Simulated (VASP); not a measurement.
Wanted: the native input for a VASP 6.6.1 run.

* Task: relaxation of cell and atoms
* Functional: r2SCAN
* Potentials or basis: VASP PAW PBE potentials, release 64 (B, As)
* Cutoff: 550 eV
* k mesh: 4 × 4 × 4
* Occupations: gaussian, width 0.1 eV
* Spin: no spin polarisation
* Dipole correction: no
* Further INCAR settings: ALGO = Normal; EDIFF = 1e-07; IBRION = 2; EDIFFG = -0.04; NSW = 90; ISIF = 3

B6As:

```xyz
7
Lattice="4.0347 0.0000 0.0000 0.0000 4.0347 0.0000 0.0000 0.0000 4.0347" Properties=species:S:1:pos:R:3 pbc="T T T"
B     2.0174    2.0174    0.8069
B     2.0174    2.0174    3.2278
B     0.8069    2.0174    2.0174
B     3.2278    2.0174    2.0174
B     2.0174    0.8069    2.0174
B     2.0174    3.2278    2.0174
As    0.0000    0.0000    0.0000
```

The input as run:

POSCAR

```
B6As
1.0
    4.0347082402      0.0000000000      0.0000000000
    0.0000000000      4.0347082402      0.0000000000
    0.0000000000      0.0000000000      4.0347082402
B As
6 1
Direct
    0.5000000000      0.5000000000      0.2000000000
    0.5000000000      0.5000000000      0.8000000000
    0.2000000000      0.5000000000      0.5000000000
    0.8000000000      0.5000000000      0.5000000000
    0.5000000000      0.2000000000      0.5000000000
    0.5000000000      0.8000000000      0.5000000000
    0.0000000000      0.0000000000      0.0000000000
```

INCAR.step1

```
SYSTEM = B6As
  ALGO = Normal
  EDIFF = 1E-5
  EDIFFG = -0.005
  ENCUT = 550
  GGA = PE
  GGA_COMPAT = .False.
  IBRION = 2
  ISIF = 3
  ISMEAR = 0
  LASPH = .True.
  LCHARG = .False.
  LREAL = .False.
  LWAVE = .True.
  NELM = 120
  NELMIN = 4
  NSW = 100
  PREC = Accurate
  SIGMA = 0.1
```

INCAR.step2

```
SYSTEM = B6As
  ALGO = Normal
  EDIFF = 1E-7
  EDIFFG = -0.04
  ENCUT = 550
  GGA_COMPAT = .False.
  IBRION = 2
  ISIF = 3
  ISMEAR = 0
  ISTART = 1
  LASPH = .True.
  LCHARG = .False.
  LMIXTAU = .True.
  LREAL = .False.
  LWAVE = .False.
  METAGGA = R2SCAN
  NELM = 120
  NELMIN = 4
  NSW = 90
  PREC = Accurate
  SIGMA = 0.1
```

KPOINTS

```
k-points
0
Gamma
  4 4 4
  0 0 0
```

Potentials or basis: VASP PAW PBE potentials, release 64 (B, As).

Launch:

```sh
$ cat potpaw_PBE.64/B/POTCAR potpaw_PBE.64/As/POTCAR > POTCAR
$ cp INCAR.step1 INCAR
$ mpirun -np 1 vasp_std > vasp.out
$ cp INCAR.step2 INCAR
$ mpirun -np 1 vasp_std > vasp.out
```

It gave:

* Relaxed volume: 10.31 Å³/atom
* Relaxed cell: a = 4.163 Å, b = 4.163 Å, c = 4.163 Å, α = 90.00°, β = 90.00°, γ = 90.00°
* Space group after relaxing (to 0.1 Å): Pm-3m (No. 221)
* Energy gained by relaxing: 45.8 meV/atom
* Ionic steps: 5
* Pressure after relaxing: 0.0 GPa
* Largest force after relaxing: 0.005 eV/Å
* Band gap on the k mesh: zero (an odd number of electrons rules out a gap without spin polarisation)

Caveat: the k points lie up to 0.38 Å⁻¹ apart in the final cell, too coarse for converged energies and pressures of a metal; the PAW data sets were made with another functional, which shifts forces and pressure a little.

It took 110 s on 1 thread of Intel(R) Xeon(R) 6975P-C (Granite Rapids) (shared host), peak memory 0.2 GiB.
